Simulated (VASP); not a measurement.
# LuVGa2 (R-3m) in VASP: single point with PBE

Aim: the single point of LuVGa2 with PBE.

Everything below comes from runs of VASP 6.6.1. Logs are shortened: lines on timing, memory, paths and dates and some standing lists are left out, and cuts for length are marked.

## 1. The cell of the first run

Symmetry: R-3m, No. 166, trigonal system. The conventional cell has a = 3.633 Å, b = 3.633 Å, c = 20.531 Å, α = 90.00°, β = 90.00°, γ = 120.00°. Within 3.8 Å of Lu (site symmetry -3m) lie 6 Ga at 2.90 Å and 6 Lu at 3.63 Å. V (site symmetry -3m) has 6 Ga at 2.53 Å within 3.3 Å. Ga (site symmetry 3m) has 3 V at 2.53 Å and 3 Lu at 2.90 Å within 3.3 Å.

## 2. Single point, PBE

INCAR reads:

```
ALGO = Normal
EDIFF = 1E-7
ENCUT = 520
GGA = PE
ISIF = 2
ISMEAR = 0
LASPH = T
LCHARG = F
LREAL = F
LWAVE = F
NBANDS = 40
NELM = 60
PREC = Accurate
SIGMA = 0.032
```

KPOINTS reads:

```
k-points
0
Gamma
  6 6 6
```

POSCAR reads:

```
LuVGa2
1.0
    3.6331672360      0.0000000000      0.0000000000
   -1.8165836180      3.1464151226     -0.0000000815
   -1.8165836180      1.0488052182      6.8437113612
Lu V Ga
1 1 2
Direct
    0.5000000000      0.5000000000      0.5000000000
    0.0000000000      0.0000000000      0.0000000000
    0.2641352366      0.7358647634      0.7924057097
    0.7358647634      0.2641352366      0.2075942903
```

Potentials or basis: VASP PAW PBE potentials, release 64 (Lu, V_sv, Ga_d).

On the command line:

```bash
> cat potpaw_PBE.64/Lu/POTCAR potpaw_PBE.64/V_sv/POTCAR potpaw_PBE.64/Ga_d/POTCAR > POTCAR
> mpirun -np 1 vasp_std > vasp.out
```

OUTCAR:

```text
EDIFF = 1E-7
   ENCUT = 520
   GGA = PE
   ISIF = 2
   ISMEAR = 0
   LASPH = T
   LREAL = F
   NELM = 60
   PREC = Accurate

 ion  position               nearest neighbor table
   1  0.500  0.500  0.500-   3 2.90   4 2.90   4 2.90   3 2.90   3 2.90   4 2.90
   2  0.000  0.000  0.000-   3 2.53   4 2.53   4 2.53   3 2.53   3 2.53   4 2.53
   3  0.264  0.736  0.792-   2 2.53   2 2.53   2 2.53   1 2.90   1 2.90   1 2.90
   4  0.736  0.264  0.208-   2 2.53   2 2.53   2 2.53   1 2.90   1 2.90   1 2.90

  LATTYP: Found a trigonal (rhomboedric) cell.
 ALAT       =     7.1579573638
 COS(alpha) =     0.8711861478

  Lattice vectors:

 A1 = (  -0.0000000000,  -2.0976099044,   6.8437114427)
 A2 = (   1.8165836180,   1.0488052182,   6.8437113612)
 A3 = (  -1.8165836180,   1.0488052182,   6.8437113612)

Analysis of symmetry for initial positions (statically):
=====================================================================
 Subroutine PRICEL returns:
 Original cell was already a primitive cell.

 Routine SETGRP: Setting up the symmetry group for a
 trigonal (rhombohedral) supercell.

 Subroutine GETGRP returns: Found 12 space group operations
 (whereof 12 operations were pure point group operations)
 out of a pool of 12 trial point group operations.

The static configuration has the point symmetry D_3d.

Analysis of symmetry for dynamics (positions and initial velocities):
=====================================================================
 Subroutine PRICEL returns:
 Original cell was already a primitive cell.

 Routine SETGRP: Setting up the symmetry group for a
 trigonal (rhombohedral) supercell.

 Subroutine GETGRP returns: Found 12 space group operations
 (whereof 12 operations were pure point group operations)
 out of a pool of 12 trial point group operations.

The dynamic configuration has the point symmetry D_3d.

 Subroutine INISYM returns: Found 12 space group operations
 (whereof 12 operations are pure point group operations),
 and found     1 'primitive' translations

----------------------------------------------------------------------------------------

                                     Primitive cell

  volume of cell :      78.2336

[... 88 lines left out ...]
   LSORBIT =      F    spin-orbit coupling
   LASPH  =      T    aspherical Exc in radial PAW
   ENCUT  =  520.0 eV  38.22 Ry    6.18 a.u.   6.76  6.76 13.31*2*pi/ulx,y,z
   NELM   =     60;   NELMIN=  2; NELMDL= -5     # of ELM steps
   EDIFF  = 0.1E-06   stopping-criterion for ELM
   LREAL  =      F    real-space projection
   EDIFFG = 0.1E-05   stopping-criterion for IOM
   NSW    =      0    number of steps for IOM
   IBRION =     -1    ionic relax: 0-MD 1-quasi-New 2-CG
   NFREE  =      0    steps in history (QN), initial steepest desc. (CG)
   ISIF   =      2    stress and relaxation
   ISYM   =      2    0-nonsym 1-usesym 2-fastsym
   POTIM  = 0.5000    time-step for ionic-motion
   TEBEG  =    0.0;   TEEND  =   0.0 temperature during run
   PSTRESS=    0.0 pullay stress
   NELECT =      64.0000    total number of electrons
   NUPDOWN=      -1.0000    fix difference up-down
   EMIN   =  10.00;   EMAX   =-10.00  energy-range for DOS
   EFERMI =   0.00;   METHOD = LEGACY
   ISMEAR =     0;   SIGMA  =   0.03  broadening in eV -4-tet -1-fermi 0-gaus
   EFERMI_NEDOS =   21; number of points for ismear=-14 and -15
   IALGO  =     38    algorithm
   IMIX   =      4    mixing-type and parameters
     AMIX     =   0.40;   BMIX     =  1.00
     AMIX_MAG =   1.60;   BMIX_MAG =  1.00
  volume/ion in A,a.u.               =      19.56       131.99
  Fermi-wavevector in a.u.,A,eV,Ry     =   1.531101  2.893361 31.895726  2.344270
  Thomas-Fermi vector in A             =   2.638492
   LORBIT       =      0    0 simple, 1 ext, 2 COOP (PROOUT), +10 PAW based schemes
   GGA     = PE    functional components
   LHFCALC =     F    Hartree Fock is set to
   AEXX    =    0.0000 exact exchange contribution
   IVDW    =     0    specifies the selected vdW correction
   LEPSILON=     F    determine dielectric tensor
   LRPA    =     F    only Hartree local field effects (RPA)
 non-spin polarized calculation
 Gauss-broadening in eV      SIGMA  =   0.03
  energy-cutoff  :      520.00
  volume of cell :       78.23
 maximum number of plane-waves:      2124
   NGX = 13   NGY = 13   NGZ = 27

 number of electron      63.9999979 magnetization

 Free energy of the ion-electron system (eV)
  ---------------------------------------------------
  ext. energy  EPLUGINS =         0.00000000
  ---------------------------------------------------
  free energy    TOTEN  =       -19.43528464 eV

  energy without entropy =      -19.43395378  energy(sigma->0) =      -19.43461921

 E-fermi :   4.8132     XC(G=0): -11.3084

 val. band max:        4.8068544239   @ k =  -0.1667   0.1667  -0.0000
 cond. band min:       4.8264338446   @ k =   0.5000   0.3333   0.0000
 fundamental gap:      0.0195794208
 Fermi energy:         4.8131602389

 k-point     1 :       0.0000    0.0000    0.0000
  band No.  band energies     occupation
      1     -59.1545      2.00000
      2     -51.1779      2.00000
      3     -33.0205      2.00000
      4     -33.0205      2.00000
      5     -33.0050      2.00000
      6     -21.9484      2.00000
[... 1021 lines left out ...]
     39       8.6836      0.00000
     40       9.2197      0.00000

 [... further k-points ...]

------------------------ aborting loop because EDIFF is reached ----------------------------------------

  FORCE on cell =-STRESS in cart. coord.  units (eV):
  Direction    XX          YY          ZZ          XY          YZ          ZX
  --------------------------------------------------------------------------------------
  -------------------------------------------------------------------------------------
  Total        0.1141079      0.1141079      0.1273588      0.0000000      0.0000000     -0.0000000
  in kB        2.3368635      2.3368635      2.6082341      0.0000000      0.0000000     -0.0000000
  external PRESSURE =       2.4273203 kB  Pullay stress =       0.0000000 kB

 VOLUME and BASIS-vectors are now :
 -----------------------------------------------------------------------------
  energy-cutoff  :      520.00
  volume of cell :       78.23
      direct lattice vectors                 reciprocal lattice vectors
     3.633167236  0.000000000  0.000000000     0.275241940  0.158911010  0.048706511
    -1.816583618  3.146415123 -0.000000081     0.000000000  0.317822016 -0.048706524
    -1.816583618  1.048805218  6.843711361     0.000000000  0.000000004  0.146119546

 POSITION                                       TOTAL-FORCE (eV/Angst)
 -----------------------------------------------------------------------------------
      0.00000      2.09761      3.42186         0.000000      0.000000      0.000000
      0.00000      0.00000      0.00000         0.000000     -0.000000      0.000000
     -1.81658      3.14642      5.42300        -0.000000      0.000000      0.004917
      1.81658      1.04881      1.42072         0.000000     -0.000000     -0.004917
 -----------------------------------------------------------------------------------
    total drift:                               -0.000000      0.000000      0.000000

  FREE ENERGIE OF THE ION-ELECTRON SYSTEM (eV)
  ---------------------------------------------------
  free  energy   TOTEN  =       -19.4352846381 eV

  energy  without entropy=      -19.4339537800  energy(sigma->0) =      -19.43461921
```

OSZICAR:

```text
N       E                     dE             d eps       ncg     rms          rms(c)
DAV:   1     0.513973939310E+03    0.51397E+03   -0.27810E+04  3576   0.433E+03
DAV:   2     0.486395713655E+02   -0.46533E+03   -0.44716E+03  2672   0.720E+02
DAV:   3    -0.164632211228E+02   -0.65103E+02   -0.63278E+02  2904   0.186E+02
DAV:   4    -0.216845666697E+02   -0.52213E+01   -0.51454E+01  4312   0.434E+01
DAV:   5    -0.219071907067E+02   -0.22262E+00   -0.22237E+00  3440   0.704E+00    0.168E+01
DAV:   6    -0.308633680046E+02   -0.89562E+01   -0.50103E+01  2752   0.302E+01    0.349E+01
DAV:   7    -0.195665689913E+02    0.11297E+02   -0.24156E+01  3400   0.674E+01    0.592E+00
DAV:   8    -0.194756007931E+02    0.90968E-01   -0.25675E+00  2960   0.794E+00    0.228E+00
DAV:   9    -0.194350917488E+02    0.40509E-01   -0.26928E-01  3776   0.300E+00    0.848E-01
DAV:  10    -0.194350220836E+02    0.69665E-04   -0.34548E-02  3952   0.114E+00    0.346E-01
DAV:  11    -0.194351755467E+02   -0.15346E-03   -0.60991E-03  3856   0.653E-01    0.154E-01
DAV:  12    -0.194353799698E+02   -0.20442E-03   -0.10670E-03  3384   0.200E-01    0.110E-01
DAV:  13    -0.194352834153E+02    0.96554E-04   -0.38233E-04  3008   0.155E-01    0.139E-02
DAV:  14    -0.194352866099E+02   -0.31946E-05   -0.54803E-05  3256   0.378E-02    0.171E-02
DAV:  15    -0.194352851495E+02    0.14604E-05   -0.73979E-06  3280   0.242E-02    0.519E-03
DAV:  16    -0.194352847499E+02    0.39962E-06   -0.10300E-06  3288   0.592E-03    0.162E-03
DAV:  17    -0.194352846459E+02    0.10396E-06   -0.17144E-07  2200   0.263E-03    0.350E-04
DAV:  18    -0.194352846381E+02    0.78089E-08   -0.28960E-08  1608   0.120E-03
   1 F= -.19435285E+02 E0= -.19434619E+02  d E =-.133086E-02
```

stdout:

```text
POSCAR found type information on POSCAR LuV Ga
 POSCAR found :  3 types and       4 ions
 scaLAPACK will be used
 LDA part: xc-table for (Slater+PW92), standard interpolation
 POSCAR, INCAR and KPOINTS ok, starting setup
 FFT: planning ... GRIDC
 FFT: planning ... GRID_SOFT
 FFT: planning ... GRID
 WAVECAR not read
 entering main loop
```

Wall time 1.7 min (1 thread of Intel Xeon 6975P-C (Granite Rapids), shared host); peak memory 0.27 GiB.

What came out:

```
Free energy            : -19.4353 eV
Pressure               : 0.2 GPa
Largest force          : 0.005 eV/Å
Band gap on the k mesh : zero (band 32 reaches 5.46 eV, above the bottom of band 33 at 4.28 eV)
```

Forces on the atoms (eV/Å):
```
Lu   0.000  0.000  0.000
V    0.000  0.000  0.000
Ga   0.000  0.000  0.005
Ga   0.000  0.000 -0.005
```

Levels at points of the mesh, in eV from the Fermi level:
```tsv
k point	band 30	band 31	band 32	band 33	band 34	band 35
(0.00, 0.00, 0.00)	-0.60	0.07	0.60	0.60	2.25	2.25
(0.50, 0.00, 0.00)	-1.31	-1.12	-0.33	0.90	1.16	1.17
(0.50, 0.50, 0.00)	-1.26	-0.56	-0.54	1.16	1.31	1.37
(0.00, 0.00, 0.50)	-0.49	-0.49	0.64	0.64	1.87	1.87
```

Caveat: spin-orbit coupling is left out, which moves the levels of the heavy elements.
